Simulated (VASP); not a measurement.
# Ta9Al in VASP: a series of runs

Runs on Ta9Al. Level: PBE. Tasks: relaxation of cell and atoms, single point.

Program: VASP 6.6.1. These are calculated values, not measurements. Logs are shortened: lines on timing, memory, paths and dates and some standing lists are left out, and cuts for length are marked.

## 1. The cell of the first run

The typed cell holds 20 atoms: a = 7.212 Å, b = 7.212 Å, c = 7.212 Å, α = 80.92°, β = 80.92°, γ = 80.92°.

## 2. Relaxation of cell and atoms, PBE

The input, INCAR:

```
PREC = Accurate
ENCUT = 600
EDIFF = 1E-6
ISMEAR = 0
SIGMA = 0.1
LREAL = Auto
LASPH = T
NELM = 80
ALGO = Fast
ISIF = 3
LWAVE = F
LCHARG = F
GGA = PE
IBRION = 2
NSW = 70
EDIFFG = -0.04
ISYM = 0
```

The input, KPOINTS:

```
Automatic mesh
0
Gamma
  2 2 2
  0.5 0.5 0.5
```

The input, POSCAR:

```
Ta9Al
1.0
   -4.9638729300      4.9638729300     -1.6546243100
   -4.9638729300     -1.6546243100      4.9638729300
    1.6546243100      4.9638729300      4.9638729300
Al Ta
2 18
Direct
    0.9992269722      0.0029343084      0.9996183246
    0.5955263190      0.1011856175      0.1012762321
    0.5029115158      0.4957517972      0.9973371876
    0.0969878165      0.6022307011      0.0955423031
    0.1962842003      0.2035689079      0.1962466794
    0.7017601167      0.7055342688      0.1969640056
    0.8011342431      0.2993824731      0.2990892695
    0.3026333212      0.7997138238      0.2956158881
    0.3990828041      0.3961157125      0.4021721369
    0.5008274392      0.0025312791      0.4980355366
    0.9972330666      0.5055781497      0.5006891125
    0.1009976359      0.0983611219      0.6005898822
    0.9038526308      0.8961681903      0.3955927999
    0.6053615468      0.5988881091      0.5934881969
    0.7008309858      0.2007991128      0.6998624830
    0.1971723976      0.6998332892      0.7015967545
    0.2981536367      0.3001058702      0.8020417262
    0.8005393491      0.7998357946      0.8003544556
    0.9006546439      0.3925587271      0.9037331467
    0.4027803878      0.9007169390      0.8985612014
```

Potentials or basis: VASP PAW PBE potentials, release 64 (Al, Ta_pv).

Launch:

```bash
$ cat potpaw_PBE.64/Al/POTCAR potpaw_PBE.64/Ta_pv/POTCAR > POTCAR
$ mpirun -np 1 vasp_std > vasp.out
```

OUTCAR:

```text
PREC = Accurate
   ENCUT = 600
   EDIFF = 1E-6
   ISMEAR = 0
   LREAL = Auto
   LASPH = T
   NELM = 80
   ISIF = 3
   GGA = PE
   IBRION = 2
   NSW = 70
   EDIFFG = -0.04
   ISYM = 0

 ion  position               nearest neighbor table
   1  0.999  0.003  1.000-  19 2.79   5 2.84  13 2.84  12 2.86   4 2.86  18 2.87   2 2.89  20 2.89
                             6 3.28   7 3.29  17 3.29  15 3.30  16 3.31   8 3.31
   2  0.596  0.101  0.101-   3 2.83  10 2.84   6 2.84  20 2.85   5 2.86   7 2.87  15 2.88   1 2.89
                             8 3.27   9 3.28  19 3.29  17 3.29  18 3.33  13 3.33
   3  0.503  0.496  0.997-   2 2.83  17 2.85  19 2.85  14 2.90  20 2.90   9 2.90   6 2.91   4 2.91
                            15 3.27   5 3.30   7 3.30  18 3.31   8 3.32  16 3.32
   4  0.097  0.602  0.096-  16 2.82   6 2.84  19 2.86   5 2.86   1 2.86   8 2.88  11 2.90   3 2.91
                            18 3.26  13 3.27  17 3.29   7 3.31  20 3.33   9 3.36
   5  0.196  0.204  0.196-  17 2.83   7 2.83   1 2.84   4 2.86   2 2.86   9 2.87  12 2.90   8 2.90
                            19 3.23   3 3.30  13 3.31  20 3.32  11 3.34  10 3.34
   6  0.702  0.706  0.197-  13 2.83  18 2.84   4 2.84   2 2.84  14 2.85   8 2.85   3 2.91   7 2.91
                             1 3.28  20 3.29  10 3.30  11 3.31  19 3.34   9 3.38
   7  0.801  0.299  0.299-  19 2.83   5 2.83  15 2.87   2 2.87   9 2.88  11 2.88  13 2.89   6 2.91
                            14 3.27   1 3.29  10 3.29   3 3.30   4 3.31  12 3.32
   8  0.303  0.800  0.296-  20 2.85   6 2.85  13 2.85   4 2.88  10 2.88   9 2.89   5 2.90  16 2.91
                             2 3.27   1 3.31  14 3.31  11 3.32   3 3.32  12 3.33
   9  0.399  0.396  0.402-  10 2.82  17 2.86  14 2.87   5 2.87   7 2.88  11 2.89   8 2.89   3 2.90
[... 9 lines left out ...]
  14  0.605  0.599  0.593-  11 2.80   6 2.85  15 2.86   9 2.87  18 2.88  10 2.89   3 2.90  16 2.93
                             7 3.27  13 3.28   8 3.31  20 3.35  19 3.35  17 3.35
  15  0.701  0.201  0.700-  19 2.84  14 2.86  10 2.87  12 2.87   7 2.87  18 2.87   2 2.88  17 2.89
                             3 3.27   1 3.30  20 3.30   9 3.30  11 3.31  13 3.36
  16  0.197  0.700  0.702-   4 2.82  18 2.84  11 2.84  12 2.85  17 2.87  20 2.88   8 2.91  14 2.93
                            13 3.30   1 3.31   3 3.32   9 3.33  19 3.33  10 3.35
  17  0.298  0.300  0.802-   5 2.83  19 2.84   3 2.85   9 2.86  20 2.86  16 2.87  12 2.87  15 2.89
                             1 3.29   4 3.29   2 3.29  10 3.32  11 3.33  14 3.35
  18  0.801  0.800  0.800-   6 2.84  16 2.84  20 2.85   1 2.87  15 2.87  14 2.88  13 2.90  19 2.92
                             4 3.26  11 3.27  12 3.30   3 3.31  10 3.32   2 3.33
  19  0.901  0.393  0.904-   1 2.79   7 2.83  17 2.84  15 2.84   3 2.85   4 2.86  11 2.90  18 2.92
                             5 3.23   2 3.29  12 3.30  16 3.33   6 3.34  14 3.35
  20  0.403  0.901  0.899-   2 2.85   8 2.85  18 2.85  17 2.86  10 2.87  16 2.88   1 2.89   3 2.90
                             6 3.29  15 3.30  12 3.30   5 3.32   4 3.33  14 3.35

IMPORTANT INFORMATION: All symmetrisations will be switched off!
NOSYMM: (Re-)initialisation of all symmetry stuff for point group C_1.

----------------------------------------------------------------------------------------

                                     Primitive cell

  volume of cell :     362.4000

  direct lattice vectors                    reciprocal lattice vectors
    -4.963872930  4.963872930 -1.654624310    -0.090655020  0.090655020 -0.060436680
    -4.963872930 -1.654624310  4.963872930    -0.090655020 -0.060436680  0.090655020
     1.654624310  4.963872930  4.963872930     0.060436680  0.090655020  0.090655020

  length of vectors
     7.212340157  7.212340157  7.212340157     0.141736578  0.141736578  0.141736578

  position of ions in fractional coordinates (direct lattice)
     0.999226972  0.002934308  0.999618325
     0.595526319  0.101185618  0.101276232
     0.502911516  0.495751797  0.997337188
     0.096987816  0.602230701  0.095542303
     0.196284200  0.203568908  0.196246679
     0.701760117  0.705534269  0.196964006
[... 12 lines left out ...]
     0.900654644  0.392558727  0.903733147
     0.402780388  0.900716939  0.898561201

  ion indices of the primitive-cell ions
   primitive index   ion index
                 1           1
                 2           2
                 3           3
                 4           4
                 5           5
                 6           6
[... 12 lines left out ...]
                19          19
                20          20

----------------------------------------------------------------------------------------

 KPOINTS: Automatic mesh

Automatic generation of k-mesh.
 Grid dimensions read from file:
 generate k-points for:    2    2    2

 Generating k-lattice:

  Cartesian coordinates                     Fractional coordinates (reciprocal lattice)
    -0.045327510  0.045327510 -0.030218340     0.500000000 -0.000000000 -0.000000000
    -0.045327510 -0.030218340  0.045327510    -0.000000000  0.500000000  0.000000000
     0.030218340  0.045327510  0.045327510    -0.000000000  0.000000000  0.500000000

  Length of vectors
     0.070868289  0.070868289  0.070868289

  Shift w.r.t. Gamma in fractional coordinates (k-lattice)
     0.500000000  0.500000000  0.500000000

 Subroutine IBZKPT returns following result:
 ===========================================

 Found      4 irreducible k-points:

 Following reciprocal coordinates:
            Coordinates               Weight
  0.250000  0.250000  0.250000      2.000000
 -0.250000  0.250000  0.250000      2.000000
  0.250000 -0.250000  0.250000      2.000000
  0.250000  0.250000 -0.250000      2.000000
   k-points           NKPTS =      4   k-points in BZ     NKDIM =      4   number of bands    NBANDS=    122
   number of dos      NEDOS =    301   number of ions     NIONS =     20
   total plane-waves  NPLWV = 216000
   dimension x,y,z NGX =    60 NGY =   60 NGZ =   60
   dimension x,y,z NGXF=   120 NGYF=  120 NGZF=  120
   ions per type =               2  18
   NGX,Y,Z   is equivalent  to a cutoff of  13.83, 13.83, 13.83 a.u.
   NGXF,Y,Z  is equivalent  to a cutoff of  27.66, 27.66, 27.66 a.u.
 SYSTEM =  unknown system
   PREC   = accura    normal or accurate (medium, high low for compatibility)
   ISTART =      0    job   : 0-new  1-cont  2-samecut
   ICHARG =      2    charge: 1-file 2-atom 10-const
   ISPIN  =      1    spin polarized calculation?
   LNONCOLLINEAR =      F non collinear calculations
   LSORBIT =      F    spin-orbit coupling
   LASPH  =      T    aspherical Exc in radial PAW
   ENCUT  =  600.0 eV  44.10 Ry    6.64 a.u.  14.40 14.40 14.40*2*pi/ulx,y,z
   NELM   =     80;   NELMIN=  2; NELMDL= -5     # of ELM steps
   EDIFF  = 0.1E-05   stopping-criterion for ELM
   LREAL  =      T    real-space projection
   EDIFFG = -.4E-01   stopping-criterion for IOM
   NSW    =     70    number of steps for IOM
   IBRION =      2    ionic relax: 0-MD 1-quasi-New 2-CG
   NFREE  =      1    steps in history (QN), initial steepest desc. (CG)
   ISIF   =      3    stress and relaxation
   ISYM   =      0    0-nonsym 1-usesym 2-fastsym
   POTIM  = 0.5000    time-step for ionic-motion
   TEBEG  =    0.0;   TEEND  =   0.0 temperature during run
   PSTRESS=    0.0 pullay stress
   NELECT =     204.0000    total number of electrons
   NUPDOWN=      -1.0000    fix difference up-down
   EMIN   =  10.00;   EMAX   =-10.00  energy-range for DOS
   EFERMI =   0.00;   METHOD = LEGACY
   ISMEAR =     0;   SIGMA  =   0.10  broadening in eV -4-tet -1-fermi 0-gaus
   EFERMI_NEDOS =   21; number of points for ismear=-14 and -15
   IALGO  =     68    algorithm
   IMIX   =      4    mixing-type and parameters
     AMIX     =   0.40;   BMIX     =  1.00
     AMIX_MAG =   1.60;   BMIX_MAG =  1.00
  volume/ion in A,a.u.               =      18.12       122.28
  Fermi-wavevector in a.u.,A,eV,Ry     =   1.351726  2.554393 24.860082  1.827164
  Thomas-Fermi vector in A             =   2.479124
   LORBIT       =      0    0 simple, 1 ext, 2 COOP (PROOUT), +10 PAW based schemes
   GGA     = PE    functional components
   LHFCALC =     F    Hartree Fock is set to
   AEXX    =    0.0000 exact exchange contribution
   IVDW    =     0    specifies the selected vdW correction
   LEPSILON=     F    determine dielectric tensor
   LRPA    =     F    only Hartree local field effects (RPA)
 conjugate gradient relaxation of ions
 non-spin polarized calculation
 RMM-DIIS sequential band-by-band and
 Gauss-broadening in eV      SIGMA  =   0.10
  energy-cutoff  :      600.00
  volume of cell :      362.40
 maximum number of plane-waves:     12118
 NGX is ok and might be reduce to    60
   NGX = 29   NGY = 29   NGZ = 29

--------------------------------------- Ionic step        1  -------------------------------------------

 number of electron     204.0000008 magnetization

 Free energy of the ion-electron system (eV)
  ---------------------------------------------------
  ext. energy  EPLUGINS =         0.00000000
  ---------------------------------------------------
  free energy    TOTEN  =      -220.59432718 eV

  energy without entropy =     -220.48291029  energy(sigma->0) =     -220.53861874

------------------------ aborting loop because EDIFF is reached ----------------------------------------

  FORCE on cell =-STRESS in cart. coord.  units (eV):
  Direction    XX          YY          ZZ          XY          YZ          ZX
  --------------------------------------------------------------------------------------
  -------------------------------------------------------------------------------------
  Total       -2.4185382     -2.1710247     -3.8640933     -2.0828766      3.6344223     -3.6479420
  in kB      -10.6924038     -9.5981418    -17.0832305     -9.2084375     16.0678505    -16.1276212
  external PRESSURE =     -12.4579253 kB  Pullay stress =       0.0000000 kB
[... 143 lines left out ...]
  FREE ENERGIE OF THE ION-ELECTRON SYSTEM (eV)
  ---------------------------------------------------
  free  energy   TOTEN  =      -220.7635470414 eV

  energy  without entropy=     -220.6641367845  energy(sigma->0) =     -220.71384191

[... ionic steps 4 to 9 ...]

--------------------------------------- Ionic step       10  -------------------------------------------

 number of electron     204.0000019 magnetization

------------------------ aborting loop because EDIFF is reached ----------------------------------------
[... 103 lines left out ...]
--------------------------------------- Ionic step       12  -------------------------------------------

 number of electron     204.0000017 magnetization

 Free energy of the ion-electron system (eV)
  ---------------------------------------------------
  ext. energy  EPLUGINS =         0.00000000
  ---------------------------------------------------
  free energy    TOTEN  =      -220.84169206 eV

  energy without entropy =     -220.75100404  energy(sigma->0) =     -220.79634805

 E-fermi :   5.6420     XC(G=0): -12.3448

 val. band max:        5.6182171496   @ k =  -0.2500   0.2500   0.2500
 cond. band min:       5.7010808758   @ k =   0.2500  -0.2500   0.2500
 fundamental gap:      0.0828637262
 Fermi energy:         5.6419919682

 k-point     1 :       0.2500    0.2500    0.2500
  band No.  band energies     occupation
      1     -28.6157      2.00000
      2     -28.6116      2.00000
      3     -28.5852      2.00000
      4     -28.5461      2.00000
      5     -28.5426      2.00000
      6     -28.5317      2.00000
[... 457 lines left out ...]
    113       7.3339      0.00000
    114       7.6108      0.00000
 [bands above 114 left out]

------------------------ aborting loop because EDIFF is reached ----------------------------------------

  FORCE on cell =-STRESS in cart. coord.  units (eV):
  Direction    XX          YY          ZZ          XY          YZ          ZX
  --------------------------------------------------------------------------------------
  -------------------------------------------------------------------------------------
  Total       -0.0534563     -0.0836848     -0.1110876     -0.0806399     -0.1055339      0.0704937
  in kB       -0.2375043     -0.3718085     -0.4935580     -0.3582799     -0.4688830      0.3132007
  external PRESSURE =      -0.3676236 kB  Pullay stress =       0.0000000 kB
[... 35 lines left out ...]
  FREE ENERGIE OF THE ION-ELECTRON SYSTEM (eV)
  ---------------------------------------------------
  free  energy   TOTEN  =      -220.8416920626 eV

  energy  without entropy=     -220.7510040419  energy(sigma->0) =     -220.79634805

 reached required accuracy - stopping structural energy minimisation
```

Run time: 63 min. Hardware: 1 thread of Intel Xeon Platinum 8375C at 2.90GHz (Ice Lake), shared host; peak memory 0.63 GiB.

Results:

```
Free energy                           : -220.8417 eV
Relaxed volume                        : 18.03 Å³/atom
Relaxed cell                          : a = 7.228 Å, b = 7.218 Å, c = 7.221 Å, α = 80.28°, β = 79.48°, γ = 79.50°
Space group after relaxing (to 0.1 Å) : C2/m (No. 12)
Energy gained by relaxing             : 12.4 meV/atom
Ionic steps                           : 12
Pressure after relaxing               : 0.0 GPa
Largest force after relaxing          : 0.033 eV/Å
Band gap on the k mesh                : zero (bands 102 and 103 overlap by 0.05 eV)
```

Forces on the atoms (eV/Å):
```
Al  -0.004  0.003  0.003
Al  -0.003  0.010 -0.014
Ta  -0.011  0.012  0.001
Ta   0.006 -0.005 -0.004
Ta  -0.003 -0.001 -0.020
Ta   0.003  0.002  0.005
Ta  -0.008  0.005 -0.013
Ta   0.019  0.016 -0.006
Ta   0.011 -0.004 -0.017
Ta  -0.001 -0.005  0.009
Ta  -0.006  0.003 -0.004
Ta  -0.001 -0.008 -0.004
Ta   0.012 -0.007  0.001
Ta   0.003 -0.015  0.003
Ta  -0.016 -0.002 -0.003
Ta  -0.007  0.007  0.031
Ta  -0.011 -0.011  0.007
Ta   0.008 -0.004  0.012
Ta   0.011 -0.003  0.002
Ta  -0.003  0.008  0.010
```

Step by step:
| step | energy change (eV) | largest force (eV/Å) | pressure (GPa) | volume (Å³) |
| --- | --- | --- | --- | --- |
| 1 | 0.0000 | 0.7757 | -1.25 | 362.40 |
| 2 | -0.1664 | 0.2743 | 2.73 | 354.99 |
| 3 | -0.1692 | 0.3126 | 2.27 | 355.79 |
| 4 | -0.1884 | 0.2347 | -1.77 | 364.08 |
| 5 | -0.2294 | 0.2234 | -0.01 | 360.31 |
| 6 | -0.2398 | 0.1144 | -0.11 | 360.57 |
| 7 | -0.2430 | 0.0648 | -0.19 | 360.79 |
| 8 | -0.2446 | 0.0567 | 0.39 | 359.72 |
| 9 | -0.2447 | 0.0580 | 0.28 | 359.94 |
| 10 | -0.2463 | 0.0445 | 0.17 | 360.17 |
| 11 | -0.2470 | 0.0436 | 0.04 | 360.45 |
| 12 | -0.2474 | 0.0326 | -0.04 | 360.61 |

Final structure:
```
Al Ta
1.0
    -4.99222    4.99385   -1.54296
    -5.00886   -1.57196    4.95414
     1.57225    5.01176    4.95543
Al Ta
2 18
Direct
  0.00120 0.99892 0.99769
  0.59753 0.10167 0.10051
  0.50124 0.49977 0.99612
  0.09919 0.60069 0.10150
  0.19582 0.19932 0.19816
  0.69904 0.69863 0.19963
  0.80132 0.29959 0.29845
  0.30050 0.80142 0.29767
  0.40267 0.39829 0.39697
  0.50175 0.99723 0.49860
  0.99965 0.49929 0.49819
  0.09921 0.10253 0.59961
  0.90207 0.89927 0.40060
  0.60119 0.60062 0.59966
  0.69878 0.20071 0.69767
  0.19811 0.70155 0.70041
  0.30027 0.29886 0.79992
  0.79895 0.80059 0.79936
  0.90177 0.40190 0.89800
  0.40368 0.90095 0.89969
```

Caveat: the k points lie up to 0.45 Å⁻¹ apart in the final cell; spin-orbit coupling is left out, which moves the levels of the heavy elements.

## 3. Single point, PBE

This run uses another cell than the first one, of 18.07 Å³/atom.

The input, INCAR:

```
SYSTEM = Ta9Al
PREC     = Accurate       ! precision mode
ENCUT    = 520            ! plane-wave cutoff, eV
EDIFF    = 1E-6           ! SCF threshold, eV
ISMEAR   = 0              ! smearing method
SIGMA    = 0.1            ! smearing width, eV
LREAL    = Auto         
LASPH    = .TRUE.         ! aspherical terms in the spheres
NELM     = 60             ! most SCF steps
ALGO     = Fast           ! electronic algorithm
ISIF     = 2              ! what is computed and relaxed
LWAVE    = .FALSE.        ! write WAVECAR
LCHARG   = .FALSE.        ! write CHGCAR
GGA      = PE             ! functional
ISYM     = 0            
NBANDS   = 118            ! bands
```

The input, KPOINTS:

```
regular mesh
0
G
  3 3 3
  0 0 0
```

The input, POSCAR:

```
Ta9Al
1.0
   -4.9544402519      4.9566601380     -1.6594339540
   -4.9597914219     -1.6638731956      4.9599209971
    1.6593989446      4.9566693793      4.9545789337
Al Ta
2 18
Direct
    0.1992913886      0.2080588081      0.2000031475
    0.3001066029      0.7945339961      0.3008262945
   -0.0005960524      1.0005699974      0.0001224020
    0.4960591592      0.5012877292      0.0040531264
    0.6019359520      0.1020494915      0.1024250117
    0.0961495347      0.6060597920      0.0968704542
    0.7001548587      0.7028004299      0.1982831347
    0.7992408697      0.2997872715      0.3025471253
    0.4032469393      0.3965321214      0.4039598650
    0.4999937133      0.0020216936      0.5007059168
    0.0033371137      0.5013009555      0.4967742717
    0.1017152698      0.1020549073      0.6026506457
    0.8974609165      0.9005401542      0.3984025328
    0.5999295754      0.6014654028      0.6006446854
    0.6988807676      0.1996547624      0.6995956818
    0.1975671126      0.7028014804      0.7008737656
    0.3018292111      0.2997844528      0.7999554777
    0.8005178866      0.8029313617      0.8012354133
    0.8994674659      0.4011229836      0.9001846378
    0.3976823400      0.9005314801      0.8981768382
```

Potentials or basis: VASP PAW PBE potentials, release 64 (Al, Ta_pv).

Launch:

```bash
$ cat potpaw_PBE.64/Al/POTCAR potpaw_PBE.64/Ta_pv/POTCAR > POTCAR
$ mpirun -np 1 vasp_std > vasp.out
```

Run time: 29 min. Hardware: 1 thread of Intel Xeon 8259CL, shared host; peak memory 0.63 GiB.

It converged, with:

```yaml
Free_energy: -220.7024 eV
Pressure: 0.1 GPa
Largest_force: 0.042 eV/Å
Band_gap_on_the_k_mesh: zero (bands 102 and 103 overlap by 0.09 eV)
```

Forces on the atoms (eV/Å):
```
Al   0.023 -0.027 -0.022
Al  -0.021  0.027  0.020
Ta   0.000 -0.001 -0.001
Ta   0.004  0.000  0.005
Ta   0.008 -0.003  0.000
Ta  -0.007  0.007  0.006
Ta  -0.006  0.004  0.005
Ta   0.006 -0.003 -0.003
Ta   0.006 -0.007 -0.006
Ta  -0.001  0.000  0.002
Ta  -0.005  0.000 -0.005
Ta   0.001 -0.004 -0.007
Ta  -0.007  0.003  0.000
Ta  -0.001 -0.006  0.001
Ta  -0.001  0.001  0.001
Ta  -0.005  0.003  0.005
Ta   0.004 -0.003 -0.005
Ta   0.001 -0.001 -0.001
Ta   0.001  0.007 -0.001
Ta   0.000  0.003  0.007
```

Stress tensor (GPa, compression positive):
```
 0.08  0.03  0.02
 0.03  0.19 -0.03
 0.02 -0.03  0.07
```

Levels at points of the mesh, in eV from the Fermi level:
| k point | band 98 | band 99 | band 100 | band 101 | band 102 | band 103 | band 104 | band 105 | band 106 | band 107 |
| --- | --- | --- | --- | --- | --- | --- | --- | --- | --- | --- |
| (0.00, 0.00, 0.00) | -0.49 | -0.42 | -0.40 | -0.38 | 0.01 | 0.33 | 0.40 | 0.54 | 0.69 | 0.72 |

Caveat: spin-orbit coupling is left out, which moves the levels of the heavy elements.

The gap in the log of VASP goes by the Fermi energy; the results here count the filled bands.